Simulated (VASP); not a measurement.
# SiC (I-4m2) in VASP: a series of runs, part 2 of 2

VASP 6.6.1. Earlier steps stand in the parts before.

**5. Single point, r2SCAN (strain +0.000 along x and y, +0.050 along z)**

File POSCAR:

```
SiC
1.0
    0.0000000000      2.1781449855      2.2870522348
    2.1781449855      0.0000000000      2.2870522348
    2.1781449855      2.1781449855      0.0000000000
Si C
1 1
Direct
    0.0000000000      0.0000000000      0.0000000000
    0.7500000000      0.7500000000      0.7500000000
```

File INCAR.step1:

```
ALGO     = Normal         # electronic algorithm
EDIFF    = 1E-4           # SCF threshold, eV
ENCUT    = 520            # plane-wave cutoff, eV
GGA      = PE             # functional
ISMEAR   = 0              # smearing method
LASPH    = T              # aspherical terms in the spheres
LCHARG   = F              # write CHGCAR
LREAL    = F              # projectors in reciprocal space
LWAVE    = T              # write WAVECAR
NBANDS   = 11             # bands
NELM     = 80             # most SCF steps
PREC     = Accurate       # precision mode
SIGMA    = 0.05           # smearing width, eV
```

File INCAR.step2:

```
ALGO     = Normal         # electronic algorithm
EDIFF    = 1E-7           # SCF threshold, eV
ENCUT    = 520            # plane-wave cutoff, eV
ISIF     = 2              # what is computed and relaxed
ISMEAR   = 0              # smearing method
ISTART   = 1            
LASPH    = T              # aspherical terms in the spheres
LCHARG   = F              # write CHGCAR
LMIXTAU  = T            
LREAL    = F              # projectors in reciprocal space
LWAVE    = F              # write WAVECAR
METAGGA  = R2SCAN         # meta-GGA
NBANDS   = 11             # bands
NELM     = 80             # most SCF steps
PREC     = Accurate       # precision mode
SIGMA    = 0.05           # smearing width, eV
```

File KPOINTS:

```
k-points
0
Gamma
  10 10 10
```

Potentials or basis: VASP PAW PBE potentials, release 64 (Si, C).

Launch:

```bash
cat potpaw_PBE.64/Si/POTCAR potpaw_PBE.64/C/POTCAR > POTCAR
cp INCAR.step1 INCAR
mpirun -np 1 vasp_std > vasp.out
cp INCAR.step2 INCAR
mpirun -np 1 vasp_std > vasp.out
```

OUTCAR:

```text
EDIFF = 1E-7
   ENCUT = 520
   ISIF = 2
   ISMEAR = 0
   ISTART = 1
   LASPH = T
   LREAL = F
   METAGGA = R2SCAN
   NELM = 80
   PREC = Accurate

 ion  position               nearest neighbor table
   1  0.000  0.000  0.000-   2 1.92   2 1.92   2 1.92   2 1.92
   2  0.750  0.750  0.750-   1 1.92   1 1.92   1 1.92   1 1.92

  LATTYP: Found a body centered tetragonal cell.
 ALAT       =     3.0803621793
 C/A-ratio  =     1.4849242405

  Lattice vectors:

[... 520 lines left out ...]

 [... further k-points ...]

------------------------ aborting loop because EDIFF is reached ----------------------------------------

  FORCE on cell =-STRESS in cart. coord.  units (eV):
  Direction    XX          YY          ZZ          XY          YZ          ZX
  --------------------------------------------------------------------------------------
  -------------------------------------------------------------------------------------
  Total       -0.7338502     -0.7338502     -2.7353947      0.0000000      0.0000000      0.0000000
  in kB      -54.1799182    -54.1799182   -201.9532878      0.0000000      0.0000000      0.0000000
  external PRESSURE =    -103.4377080 kB  Pullay stress =       0.0000000 kB

 VOLUME and BASIS-vectors are now :
 -----------------------------------------------------------------------------
  energy-cutoff  :      520.00
  volume of cell :       21.70
      direct lattice vectors                 reciprocal lattice vectors
     0.000000000  2.178144985  2.287052235    -0.229553130  0.229553130  0.218622029
     2.178144985  0.000000000  2.287052235     0.229553130 -0.229553130  0.218622029
     2.178144985  2.178144985  0.000000000     0.229553130  0.229553130 -0.218622029

 POSITION                                       TOTAL-FORCE (eV/Angst)
 -----------------------------------------------------------------------------------
      0.00000      0.00000      0.00000        -0.000000     -0.000000      0.000000
      3.26722      3.26722      3.43058         0.000000      0.000000     -0.000000
 -----------------------------------------------------------------------------------
    total drift:                               -0.000000     -0.000000      0.000002

  FREE ENERGIE OF THE ION-ELECTRON SYSTEM (eV)
  ---------------------------------------------------
  free  energy   TOTEN  =       -19.2608826270 eV

  energy  without entropy=      -19.2608826270  energy(sigma->0) =      -19.26088263
```

OSZICAR.step1:

```text
N       E                     dE             d eps       ncg     rms          rms(c)
DAV:   1     0.315303744877E+01    0.31530E+01   -0.39086E+03  2340   0.609E+02
DAV:   2    -0.161318540340E+02   -0.19285E+02   -0.18248E+02  2907   0.107E+02
DAV:   3    -0.167398815638E+02   -0.60803E+00   -0.60665E+00  2783   0.157E+01
DAV:   4    -0.167423885325E+02   -0.25070E-02   -0.25067E-02  2579   0.128E+00
DAV:   5    -0.167424003491E+02   -0.11817E-04   -0.11816E-04  2812   0.822E-02    0.832E+00
DAV:   6    -0.150595514478E+02    0.16828E+01   -0.64126E+00  2493   0.111E+01    0.364E+00
DAV:   7    -0.150242540850E+02    0.35297E-01   -0.32732E-01  2706   0.332E+00    0.170E+00
DAV:   8    -0.150169045160E+02    0.73496E-02   -0.19392E-02  2559   0.926E-01    0.170E-01
DAV:   9    -0.150169971483E+02   -0.92632E-04   -0.17484E-03  2837   0.233E-01    0.110E-01
DAV:  10    -0.150171144595E+02   -0.11731E-03   -0.26427E-04  2468   0.970E-02    0.263E-02
DAV:  11    -0.150171167484E+02   -0.22889E-05   -0.47535E-05  1344   0.355E-02
   1 F= -.15017117E+02 E0= -.15017117E+02  d E =-.272528E-15
```

Run time: 68 s. Hardware: 1 thread of Intel Xeon Platinum 8488C (Sapphire Rapids), shared host; peak memory 0.15 GiB.

What came out:

```
Free energy            : -19.2609 eV
Pressure               : -10.3 GPa
Band gap on the k mesh : 1.49 eV, indirect (least direct gap 4.95 eV)
```

Caveat: the cell differs from its parent crystal (strain +0.000 along x and y, +0.050 along z); the PAW data sets were made with another functional, which shifts forces and pressure a little.

**6. Single point, r2SCAN (strain +0.025 along x and y, +0.000 along z)**

File POSCAR:

```
SiC
1.0
    0.0000000000      2.2325986101      2.1781449855
    2.2325986101      0.0000000000      2.1781449855
    2.2325986101      2.2325986101      0.0000000000
Si C
1 1
Direct
    0.0000000000      0.0000000000      0.0000000000
    0.7500000000      0.7500000000      0.7500000000
```

File INCAR.step1:

```
SYSTEM = SiC
PREC = Accurate
ENCUT = 520
ISMEAR = 0
SIGMA = 0.05
LREAL = .False.
LASPH = .True.
NELM = 60
NBANDS = 11
GGA = PE
ALGO = Normal
EDIFF = 1E-4
LWAVE = .True.
LCHARG = .False.
```

File INCAR.step2:

```
SYSTEM = SiC
PREC = Accurate
ENCUT = 520
EDIFF = 1E-6
ISMEAR = 0
SIGMA = 0.05
LREAL = .False.
LASPH = .True.
NELM = 60
ALGO = Normal
ISIF = 2
LWAVE = .False.
LCHARG = .True.
METAGGA = R2SCAN
LMIXTAU = .True.
LELF = .True.
LVHAR = .True.
NBANDS = 11
ISTART = 1
```

File KPOINTS:

```
Automatic mesh
0
Gamma
  10 10 10
  0 0 0
```

Potentials or basis: VASP PAW PBE potentials, release 64 (Si, C).

Launch:

```bash
cat potpaw_PBE.64/Si/POTCAR potpaw_PBE.64/C/POTCAR > POTCAR
cp INCAR.step1 INCAR
mpirun -np 1 vasp_std > vasp.out
cp INCAR.step2 INCAR
mpirun -np 1 vasp_std > vasp.out
```

Wall time 49 s (1 thread of Intel Xeon Platinum 8488C (Sapphire Rapids), shared host); peak memory 0.15 GiB.

The run converged. Its results:

- Free energy: -19.2843 eV
- Pressure: -10.4 GPa
- Band gap on the k mesh: 1.50 eV, indirect (least direct gap 4.96 eV)

Stress tensor (GPa, compression positive):
```
-12.52   0.00   0.00
  0.00 -12.52   0.00
  0.00   0.00  -6.01
```

Levels at points of the mesh, in eV from the valence-band top:
| k point | band 2 | band 3 | band 4 | band 5 | band 6 | band 7 |
| --- | --- | --- | --- | --- | --- | --- |
| (0.00, 0.00, 0.00) | -0.17 | -0.17 | 0.00 | 6.11 | 7.33 | 7.41 |
| (0.50, 0.00, 0.00) | -8.67 | -1.35 | -1.06 | 5.37 | 7.25 | 7.66 |
| (0.50, 0.50, 0.00) | -7.81 | -3.53 | -3.53 | 1.50 | 4.23 | 14.36 |
| (0.50, 0.00, 0.50) | -8.11 | -3.28 | -3.24 | 1.72 | 4.67 | 14.07 |

Caveat: the cell differs from its parent crystal (strain +0.025 along x and y, +0.000 along z); the PAW data sets were made with another functional, which shifts forces and pressure a little. A k mesh can miss the band edges.

**7. Overview**

| cell | gap on the mesh (eV) | pressure (GPa) |
| --- | --- | --- |
| a = 3.081, b = 3.081, c = 3.003 Å, angles 60.8, 60.8, 58.3°, 2 atoms | 1.43 | 5.8 |
| a = 3.121, b = 3.121, c = 3.003 Å, angles 61.2, 61.2, 57.5°, 2 atoms | 1.31 | -0.1 |
| a = 3.119, b = 3.119, c = 3.080 Å, angles 60.4, 60.4, 59.2°, 2 atoms | 1.61 | -5.5 |
| a = 3.158, b = 3.158, c = 3.080 Å, angles 60.8, 60.8, 58.4°, 2 atoms | 1.49 | -10.3 |
| a = 3.119, b = 3.119, c = 3.157 Å, angles 59.6, 59.6, 60.8°, 2 atoms | 1.50 | -10.4 |

Alike in all rows: task single point; level r2SCAN; potentials or basis VASP PAW PBE potentials, release 64 (Si, C); no spin polarisation; k mesh 10 × 10 × 10; cutoff (eV) 520; smearing gaussian 0.05 eV.

Caveats: the PAW data sets were made with another functional, which shifts forces and pressure a little.

Absolute energies hang on the potentials; compare differences alone.
